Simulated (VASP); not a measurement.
Input of a VASP 6.6.1 run:

POSCAR

```
SnO
1.0
    0.0000000000      2.7082147171      2.7082147171
    2.7082147171      0.0000000000      2.7082147171
    2.7082147171      2.7082147171      0.0000000000
Sn O
1 1
Direct
    0.0000000000      0.0000000000      0.0000000000
    0.2500000000      0.2500000000      0.2500000000
```

File INCAR.step1:

```
SYSTEM = SnO
PREC = Accurate ; ENCUT = 520
ISMEAR = -1 ; SIGMA = 0.02
LREAL = .FALSE. ; LASPH = .TRUE.
NELM = 100 ; NBANDS = 17
GGA = PE ; ALGO = Normal
EDIFF = 1E-4 ; LWAVE = .TRUE.
LCHARG = .FALSE.
```

The input INCAR.step2:

```
SYSTEM = SnO
PREC = Accurate ; ENCUT = 520
EDIFF = 1E-7 ; ISMEAR = -1
SIGMA = 0.02 ; LREAL = .FALSE.
LASPH = .TRUE. ; NELM = 100
ALGO = Normal ; ISIF = 2
LWAVE = .FALSE. ; LCHARG = .FALSE.
METAGGA = R2SCAN ; LMIXTAU = .TRUE.
NBANDS = 17 ; ISTART = 1
```

File KPOINTS:

```
Automatic mesh
0
G
  6 6 6
  0 0 0
```

Potentials or basis: VASP PAW PBE potentials, release 64 (Sn_d, O).

Command:

```sh
$ cat potpaw_PBE.64/Sn_d/POTCAR potpaw_PBE.64/O/POTCAR > POTCAR
$ cp INCAR.step1 INCAR
$ mpirun -np 1 vasp_std > vasp.out
$ cp INCAR.step2 INCAR
$ mpirun -np 1 vasp_std > vasp.out
```

Predict the band gap on the k mesh.

zero (band 10 reaches 6.08 eV, above the bottom of band 11 at 5.94 eV).

Predict the pressure.

0.2 GPa.

Caveat: the PAW data sets were made with another functional, which shifts forces and pressure a little; spin-orbit coupling is left out, which moves the levels of the heavy elements.
